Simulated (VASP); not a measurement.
A run of VASP 6.6.1 is set up as follows.

File INCAR:

```
SYSTEM = ReOs2
ALGO = Normal
EDIFF = 1E-6
ENCUT = 560
GGA = PE
GGA_COMPAT = .False.
ISIF = 2
ISMEAR = 0
LASPH = .True.
LCHARG = .False.
LREAL = .False.
LWAVE = .False.
NBANDS = 30
NELM = 120
PREC = Accurate
SIGMA = 0.1
```

The input KPOINTS:

```
k-points
0
Gamma
  12 12 16
  0 0 0
```

Contents of POSCAR:

```
ReOs2
1.0
    4.3352455799      0.0000000000      0.0000000000
   -2.1676227899      3.7544328038      0.0000000000
    0.0000000000      0.0000000000      2.7249266611
Re Os
1 2
Direct
    0.0000000000      0.0000000000      0.0000000000
    0.3333333333      0.6666666667      0.5000000000
    0.6666666667      0.3333333333      0.5000000000
```

Potentials or basis: VASP PAW PBE potentials, release 64 (Re_sv_GW, Os_sv_GW).

Run with:

```bash
$ cat potpaw_PBE.64/Re_sv_GW/POTCAR potpaw_PBE.64/Os_sv_GW/POTCAR > POTCAR
$ mpirun -np 1 vasp_std > vasp.out
```

Q: What does it give for the band gap on the k mesh?

A: Zero (an odd number of electrons rules out a gap without spin polarisation).

Q: What does it give for the pressure?

A: -1.3 GPa.

Stress tensor (GPa, compression positive):
```
-1.28  0.00  0.00
 0.00 -1.28  0.00
 0.00  0.00 -1.45
```

Caveat: spin-orbit coupling is left out, which moves the levels of the heavy elements.
